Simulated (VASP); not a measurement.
# Sn in VASP: a series of runs

The runs below take Sn through electric field gradients, with PBE.

Everything below comes from runs of VASP 6.6.1. Logs are shortened: lines on timing, memory, paths and dates and some standing lists are left out, and cuts for length are marked.

**1. The cell of the first run**

It takes space group I4_1/amd (No. 141, tetragonal). The conventional cell has a = 4.636 Å, b = 4.636 Å, c = 6.491 Å, α = 90.00°, β = 90.00°, γ = 90.00°. Within 3.7 Å of Sn (site symmetry -4m2) lie 4 Sn at 2.83 Å.

**2. Electric field gradients, PBE (equal xx and yy strain of +1 %)**

INCAR reads:

```
PREC = Accurate ; ENCUT = 520
EDIFF = 1E-8 ; ISMEAR = -1
SIGMA = 0.03 ; LREAL = F
LASPH = T ; NELM = 60
ALGO = Normal ; ISIF = 2
LWAVE = F ; LCHARG = F
GGA = PE ; LEFG = T
NBANDS = 21
```

KPOINTS reads:

```
regular mesh
0
Gamma
  9 9 9
```

POSCAR reads:

```
Sn
1.0
    0.0000000000      3.2780560000      3.2456000000
    3.2780560000      0.0000000000      3.2456000000
    3.2780560000      3.2780560000      0.0000000000
Sn
2
Direct
    0.5000000000      0.5000000000      0.5000000000
    0.7500000000      0.7500000000      0.7500000000
```

Potentials or basis: VASP PAW PBE potentials, release 64 (Sn_d).

Command:

```bash
$ cat potpaw_PBE.64/Sn_d/POTCAR > POTCAR
$ mpirun -np 1 vasp_std > vasp.out
```

OUTCAR:

```text
PREC = Accurate
   ENCUT = 520
   EDIFF = 1E-8
   ISMEAR = -1
   LREAL = F
   LASPH = T
   NELM = 60
   ISIF = 2
   GGA = PE

 ion  position               nearest neighbor table
   1  0.500  0.500  0.500-   2 2.83   2 2.83   2 2.83   2 2.83
   2  0.750  0.750  0.750-   1 2.83   1 2.83   1 2.83   1 2.83

  LATTYP: Found a body centered tetragonal cell.
 ALAT       =     4.6358712534
 C/A-ratio  =     1.4002114479

  Lattice vectors:

 A1 = (   0.0000000000,  -3.2780560000,  -3.2456000000)
 A2 = (   0.0000000000,   3.2780560000,  -3.2456000000)
 A3 = (   3.2780560000,   0.0000000000,   3.2456000000)

Analysis of symmetry for initial positions (statically):
=====================================================================
 Subroutine PRICEL returns:
 Original cell was already a primitive cell.

 Routine SETGRP: Setting up the symmetry group for a
 body centered tetragonal supercell.

 Subroutine GETGRP returns: Found 16 space group operations
 (whereof  8 operations were pure point group operations)
 out of a pool of 16 trial point group operations.

The static configuration has the point symmetry D_2d.
 The point group associated with its full space group is D_4h.

Analysis of symmetry for dynamics (positions and initial velocities):
=====================================================================
 Subroutine PRICEL returns:
 Original cell was already a primitive cell.

 Routine SETGRP: Setting up the symmetry group for a
 body centered tetragonal supercell.

 Subroutine GETGRP returns: Found 16 space group operations
 (whereof  8 operations were pure point group operations)
 out of a pool of 16 trial point group operations.

The dynamic configuration has the point symmetry D_2d.
 The point group associated with its full space group is D_4h.

 Subroutine INISYM returns: Found 16 space group operations
 (whereof  8 operations are pure point group operations),
 and found     1 'primitive' translations

----------------------------------------------------------------------------------------

                                     Primitive cell

  volume of cell :      69.7522

  direct lattice vectors                    reciprocal lattice vectors
     0.000000000  3.278056000  3.245600000    -0.152529426  0.152529426  0.154054720
     3.278056000  0.000000000  3.245600000     0.152529426 -0.152529426  0.154054720
     3.278056000  3.278056000  0.000000000     0.152529426  0.152529426 -0.154054720

  length of vectors
     4.612978485  4.612978485  4.635871253     0.265072270  0.265072270  0.265072270

  position of ions in fractional coordinates (direct lattice)
     0.500000000  0.500000000  0.500000000
     0.750000000  0.750000000  0.750000000

  ion indices of the primitive-cell ions
   primitive index   ion index
                 1           1
                 2           2

----------------------------------------------------------------------------------------

 KPOINTS: regular mesh

Automatic generation of k-mesh.
 Grid dimensions read from file:
 generate k-points for:    9    9    9

 Generating k-lattice:

  Cartesian coordinates                     Fractional coordinates (reciprocal lattice)
    -0.016947714  0.016947714  0.017117191     0.111111111  0.000000000  0.000000000
     0.016947714 -0.016947714  0.017117191     0.000000000  0.111111111  0.000000000
     0.016947714  0.016947714 -0.017117191    -0.000000000 -0.000000000  0.111111111

  Length of vectors
     0.029452474  0.029452474  0.029452474

  Shift w.r.t. Gamma in fractional coordinates (k-lattice)
     0.000000000  0.000000000  0.000000000

 Subroutine IBZKPT returns following result:
 ===========================================

 Found     75 irreducible k-points:

 Following reciprocal coordinates:
            Coordinates               Weight
  0.000000  0.000000  0.000000      1.000000
  0.111111  0.000000  0.000000      8.000000
  0.222222  0.000000  0.000000      8.000000
  0.333333  0.000000  0.000000      8.000000
  0.444444  0.000000  0.000000      8.000000
  0.111111  0.111111  0.000000      2.000000
[... 16 lines left out ...]
 -0.333333  0.333333  0.000000      4.000000
  0.444444  0.444444  0.000000      2.000000
 [... further k-points ...]
   k-points           NKPTS =     75   k-points in BZ     NKDIM =     75   number of bands    NBANDS=     21
   number of dos      NEDOS =    301   number of ions     NIONS =      2
   total plane-waves  NPLWV =  46656
   dimension x,y,z NGX =    36 NGY =   36 NGZ =   36
   dimension x,y,z NGXF=    72 NGYF=   72 NGZF=   72
   ions per type =               2
   NGX,Y,Z   is equivalent  to a cutoff of  12.97, 12.97, 12.91 a.u.
   NGXF,Y,Z  is equivalent  to a cutoff of  25.95, 25.95, 25.82 a.u.
 SYSTEM =  unknown system
   PREC   = accura    normal or accurate (medium, high low for compatibility)
   ISTART =      0    job   : 0-new  1-cont  2-samecut
   ICHARG =      2    charge: 1-file 2-atom 10-const
   ISPIN  =      1    spin polarized calculation?
   LNONCOLLINEAR =      F non collinear calculations
   LSORBIT =      F    spin-orbit coupling
   LASPH  =      T    aspherical Exc in radial PAW
   ENCUT  =  520.0 eV  38.22 Ry    6.18 a.u.   8.58  8.58  8.62*2*pi/ulx,y,z
   NELM   =     60;   NELMIN=  2; NELMDL= -5     # of ELM steps
   EDIFF  = 0.1E-07   stopping-criterion for ELM
   LREAL  =      F    real-space projection
   EDIFFG = 0.1E-06   stopping-criterion for IOM
   NSW    =      0    number of steps for IOM
   IBRION =     -1    ionic relax: 0-MD 1-quasi-New 2-CG
   NFREE  =      0    steps in history (QN), initial steepest desc. (CG)
   ISIF   =      2    stress and relaxation
   ISYM   =      2    0-nonsym 1-usesym 2-fastsym
   POTIM  = 0.5000    time-step for ionic-motion
   TEBEG  =    0.0;   TEEND  =   0.0 temperature during run
   PSTRESS=    0.0 pullay stress
   NELECT =      28.0000    total number of electrons
   NUPDOWN=      -1.0000    fix difference up-down
   EMIN   =  10.00;   EMAX   =-10.00  energy-range for DOS
   EFERMI =   0.00;   METHOD = LEGACY
   ISMEAR =    -1;   SIGMA  =   0.03  broadening in eV -4-tet -1-fermi 0-gaus
   EFERMI_NEDOS =   21; number of points for ismear=-14 and -15
   IALGO  =     38    algorithm
   IMIX   =      4    mixing-type and parameters
     AMIX     =   0.40;   BMIX     =  1.00
     AMIX_MAG =   1.60;   BMIX_MAG =  1.00
  volume/ion in A,a.u.               =      34.88       235.36
  Fermi-wavevector in a.u.,A,eV,Ry     =   1.207651  2.282130 19.843036  1.458422
  Thomas-Fermi vector in A             =   2.343283
   LORBIT       =      0    0 simple, 1 ext, 2 COOP (PROOUT), +10 PAW based schemes
   GGA     = PE    functional components
   LHFCALC =     F    Hartree Fock is set to
   AEXX    =    0.0000 exact exchange contribution
   IVDW    =     0    specifies the selected vdW correction
   LEPSILON=     F    determine dielectric tensor
   LRPA    =     F    only Hartree local field effects (RPA)
 non-spin polarized calculation
  energy-cutoff  :      520.00
  volume of cell :       69.75
 maximum number of plane-waves:      1894
   NGX = 17   NGY = 17   NGZ = 17

 number of electron      27.9999988 magnetization

 Free energy of the ion-electron system (eV)
  ---------------------------------------------------
  ext. energy  EPLUGINS =         0.00000000
  ---------------------------------------------------
  free energy    TOTEN  =        -7.66228138 eV

  energy without entropy =       -7.66148591  energy(sigma->0) =       -7.66188365

 E-fermi :   5.3810     XC(G=0):  -8.7846

 val. band max:        5.3084399977   @ k =   0.1111   0.0000   0.0000
 cond. band min:       5.3978009957   @ k =   0.4444   0.0000   0.0000
 fundamental gap:      0.0893609980
 Fermi energy:         5.3810465600

 k-point     1 :       0.0000    0.0000    0.0000
  band No.  band energies     occupation
      1     -16.2206      2.00000
      2     -16.2170      2.00000
      3     -16.2170      2.00000
      4     -16.1621      2.00000
      5     -16.1608      2.00000
      6     -15.8710      2.00000
[... 13 lines left out ...]
     20      13.2593      0.00000
     21      13.4118      0.00000

 k-point     2 :       0.1111    0.0000    0.0000
  band No.  band energies     occupation
      1     -16.2280      2.00000
      2     -16.2255      2.00000
      3     -16.2152      2.00000
      4     -16.1501      2.00000
      5     -16.1492      2.00000
      6     -15.8886      2.00000
[... 13 lines left out ...]
     20      12.5240      0.00000
     21      12.6242      0.00000
[... 487 lines left out ...]
      5     -16.0366      2.00000
      6     -16.0128      2.00000
[... 13 lines left out ...]
     20      12.7438      0.00000
     21      16.1127      0.00000

 k-point    24 :       0.4444    0.4444    0.0000
  band No.  band energies     occupation
      1     -16.2632      2.00000
      2     -16.2632      2.00000
      3     -16.1619      2.00000
      4     -16.1055      2.00000
      5     -16.0355      2.00000
      6     -15.9831      2.00000
[... 13 lines left out ...]
     20      15.2247      0.00000
     21      15.4930      0.00000

 [... further k-points ...]
[... 5 lines left out ...]
  --------------------------------------------------------------------------------------
  -------------------------------------------------------------------------------------
  Total        0.9057128      0.9057128      1.0316911      0.0000000      0.0000000      0.0000000
  in kB       20.8038338     20.8038338     23.6975009      0.0000000      0.0000000      0.0000000
  external PRESSURE =      21.7683895 kB  Pullay stress =       0.0000000 kB

 VOLUME and BASIS-vectors are now :
 -----------------------------------------------------------------------------
  energy-cutoff  :      520.00
  volume of cell :       69.75
      direct lattice vectors                 reciprocal lattice vectors
     0.000000000  3.278056000  3.245600000    -0.152529426  0.152529426  0.154054720
     3.278056000  0.000000000  3.245600000     0.152529426 -0.152529426  0.154054720
     3.278056000  3.278056000  0.000000000     0.152529426  0.152529426 -0.154054720

 POSITION                                       TOTAL-FORCE (eV/Angst)
 -----------------------------------------------------------------------------------
      3.27806      3.27806      3.24560        -0.000000     -0.000000     -0.000000
      4.91708      4.91708      4.86840         0.000000      0.000000      0.000000
 -----------------------------------------------------------------------------------
    total drift:                                0.000000      0.000000      0.000000

  FREE ENERGIE OF THE ION-ELECTRON SYSTEM (eV)
  ---------------------------------------------------
  free  energy   TOTEN  =        -7.6622813802 eV

  energy  without entropy=       -7.6614859123  energy(sigma->0) =       -7.66188365

 Electric field gradients (V/A^2)
---------------------------------------------------------------------
 ion       V_xx      V_yy      V_zz      V_xy      V_xz      V_yz
---------------------------------------------------------------------
   1      -0.605    -0.605     1.210     0.001     0.001     0.001
   2      -0.605    -0.605     1.210     0.001     0.001     0.001
---------------------------------------------------------------------

 Electric field gradients after diagonalization (V/A^2)
 (convention: |V_zz| > |V_xx| > |V_yy|)
----------------------------------------------------------------------
 ion       V_xx      V_yy      V_zz     asymmetry (V_yy - V_xx)/ V_zz
----------------------------------------------------------------------
   1      -0.606    -0.604     1.210       0.002
   2      -0.606    -0.604     1.210       0.002
----------------------------------------------------------------------

           NMR quadrupolar parameters

 Cq : quadrupolar parameter    Cq=e*Q*V_zz/h
 eta: asymmetry parameters     (V_yy - V_xx)/ V_zz
 Q  : nuclear electric quadrupole moment in mb (millibarn)
----------------------------------------------------------------------
 ion       Cq(MHz)       eta       Q (mb)
----------------------------------------------------------------------
   1       0.003       0.002       1.000
   2       0.003       0.002       1.000
----------------------------------------------------------------------
```

It took 61 s on 1 thread of AMD EPYC 9R45 (Zen 5), shared host; peak memory 0.22 GiB.

What came out:

```
Free energy            : -7.6623 eV
Pressure               : 2.2 GPa
Band gap on the k mesh : zero (band 14 reaches 5.49 eV, above the bottom of band 15 at 5.40 eV)
```

Levels at points of the mesh, in eV from the Fermi level:
```
           k point  band 10  band 11  band 12  band 13  band 14  band 15  band 16  band 17  band 18  band 19
(0.00, 0.00, 0.00)   -21.24   -10.42    -0.74     0.11     0.11     0.17     2.18     2.22     2.22     5.05
```

Electric field gradients, principal values (V/Å²):
```csv
atom,least,middle,greatest (by size)
1 Sn,-0.604,-0.606,1.210
2 Sn,-0.604,-0.606,1.210
```

Caveat: the cell differs from its parent crystal (equal xx and yy strain of +1 %); without QUAD_EFG the Cq values of the log hold for a quadrupole moment of 1 mb, not for the nuclei; spin-orbit coupling is left out, which moves the levels of the heavy elements.

**3. Electric field gradients, PBE (equal xy, yz and zx shear strains of -3 %)**

INCAR reads:

```
PREC = Accurate
ENCUT = 520
EDIFF = 1E-8
ISMEAR = -1
SIGMA = 0.03
LREAL = F
LASPH = T
NELM = 100
ALGO = Normal
ISIF = 2
LWAVE = F
LCHARG = F
GGA = PE
LEFG = T
NBANDS = 21
```

KPOINTS reads:

```
Automatic mesh
0
Gamma
  9 9 9
```

POSCAR reads:

```
Sn
1.0
   -0.0973680000      3.1969160000      3.1969160000
    3.1969160000     -0.0973680000      3.1969160000
    3.1969160000      3.1969160000     -0.0973680000
Sn
2
Direct
    0.5000000000      0.5000000000      0.5000000000
    0.7500000000      0.7500000000      0.7500000000
```

Potentials or basis: VASP PAW PBE potentials, release 64 (Sn_d).

Command:

```bash
$ cat potpaw_PBE.64/Sn_d/POTCAR > POTCAR
$ mpirun -np 1 vasp_std > vasp.out
```

OUTCAR:

```text
PREC = Accurate
   ENCUT = 520
   EDIFF = 1E-8
   ISMEAR = -1
   LREAL = F
   LASPH = T
   NELM = 100
   ISIF = 2
   GGA = PE

 ion  position               nearest neighbor table
   1  0.500  0.500  0.500-   2 2.73   2 2.84   2 2.84   2 2.84
   2  0.750  0.750  0.750-   1 2.73   1 2.84   1 2.84   1 2.84

  LATTYP: Found a trigonal (rhomboedric) cell.
 ALAT       =     4.5221703141
 COS(alpha) =     0.4693254694

  Lattice vectors:

 A1 = (  -0.0973680000,   3.1969160000,   3.1969160000)
 A2 = (   3.1969160000,  -0.0973680000,   3.1969160000)
[... 791 lines left out ...]
  free  energy   TOTEN  =        -7.6062359753 eV

  energy  without entropy=       -7.6057153970  energy(sigma->0) =       -7.60597569

 Electric field gradients (V/A^2)
---------------------------------------------------------------------
 ion       V_xx      V_yy      V_zz      V_xy      V_xz      V_yz
---------------------------------------------------------------------
   1      -0.000     0.000    -0.000   -23.169   -23.169   -23.169
   2      -0.000     0.000     0.000   -23.169   -23.169   -23.169
---------------------------------------------------------------------

 Electric field gradients after diagonalization (V/A^2)
 (convention: |V_zz| > |V_xx| > |V_yy|)
----------------------------------------------------------------------
 ion       V_xx      V_yy      V_zz     asymmetry (V_yy - V_xx)/ V_zz
----------------------------------------------------------------------
   1      23.169    23.169   -46.339       0.000
   2      23.169    23.169   -46.339       0.000
----------------------------------------------------------------------

           NMR quadrupolar parameters

 Cq : quadrupolar parameter    Cq=e*Q*V_zz/h
 eta: asymmetry parameters     (V_yy - V_xx)/ V_zz
 Q  : nuclear electric quadrupole moment in mb (millibarn)
----------------------------------------------------------------------
 ion       Cq(MHz)       eta       Q (mb)
----------------------------------------------------------------------
   1      -0.112       0.000       1.000
   2      -0.112       0.000       1.000
----------------------------------------------------------------------
```

Wall time 70 s (1 thread of AMD EPYC 9R45 (Zen 5), shared host); peak memory 0.23 GiB.

What came out:

* Free energy: -7.6062 eV
* Pressure: 3.4 GPa
* Largest force: 0.587 eV/Å
* Band gap on the k mesh: zero (band 14 reaches 5.71 eV, above the bottom of band 15 at 5.39 eV)

Forces on the atoms (eV/Å):
```
Sn  -0.339 -0.339 -0.339
Sn   0.339  0.339  0.339
```

Levels at points of the mesh, in eV from the Fermi level:
```csv
k point,band 10,band 11,band 12,band 13,band 14,band 15,band 16,band 17,band 18,band 19
"(0.00, 0.00, 0.00)",-21.21,-10.55,-0.62,0.13,0.13,0.17,2.04,2.04,2.65,5.11
```

Electric field gradients, principal values (V/Å²):
| atom | least | middle | greatest (by size) |
| --- | --- | --- | --- |
| 1 Sn | 23.169 | 23.169 | -46.339 |
| 2 Sn | 23.169 | 23.169 | -46.339 |

Caveat: the cell differs from its parent crystal (equal xy, yz and zx shear strains of -3 %); without QUAD_EFG the Cq values of the log hold for a quadrupole moment of 1 mb, not for the nuclei; spin-orbit coupling is left out, which moves the levels of the heavy elements.

[end of part 1 of 3]
